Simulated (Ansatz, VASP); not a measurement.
**ScNb in VASP and in Ansatz**

INCAR

```
ALGO = Fast
EDIFF = 1E-6
ENCUT = 520
ISIF = 2
ISMEAR = 0
LASPH = T
LCHARG = F
LREAL = F
LWAVE = F
NBANDS = 19
NELM = 100
PREC = Accurate
SIGMA = 0.15
```

The input KPOINTS:

```
k-points
0
Gamma
  18 18 10
```

File POSCAR:

```
ScNb
1.0
    3.0656443612      0.0000000000      0.0000000000
   -1.5328221806      2.6549258957      0.0000000000
    0.0000000000      0.0000000000      5.4526085500
Sc Nb
1 1
Direct
    0.0000000000      0.0000000000      0.0000000000
    0.3333333333      0.6666666667      0.5000000000
```

Input for Ansatz:

```yaml
crystal:
  lattice:
    - [3.0656443612, 0.0, 0.0]
    - [-1.5328221806, 2.6549258957, 0.0]
    - [0.0, 0.0, 5.45260855]
  atoms:
    - { symbol: Sc, position: [0.0, 0.0, 0.0] }
    - { symbol: Nb, position: [0.3333333333, 0.6666666667, 0.5] }
basis:
  ecutwfc: 420
kpoints:
  mp_grid: { grid: [18, 18, 10] }
hamiltonian:
  xc: lda
scf:
  occupations: { method: gaussian, width: 0.15 }
output:
  forces: true
  stress: true
  eigenvalues: true
```

Change from the starting cell: strain +0.0750 x Voigt [0, 0, 1, 0, 0, 0], atoms carried along.

Alike in both runs: task single point; functional LDA; k mesh 18 × 18 × 10; occupations gaussian, width 0.15 eV; no spin polarisation.

```csv
,VASP,Ansatz
version,VASP 6.6.1,Ansatz 0.2.0
potentials or method,"VASP PAW LDA potentials, release 64 (Sc_sv, Nb_sv), cutoff 520 eV","scalar-relativistic, plane waves, PAW"
valence electrons in the cell,24,24
```

```tsv
	VASP	Ansatz	Ansatz less VASP
gap on the k mesh at the Fermi level (eV)	none	none	-
pressure (GPa)	-12.9	-12.8	+0.08
traceless stress, the component that is largest in VASP (GPa)	-4.21	-4.27	-0.061
```

LDA's correlation is that of Perdew and Zunger in VASP and of Perdew and Wang (1992) in Ansatz. A gap of «none» marks a metal or a gap that the smearing closes.
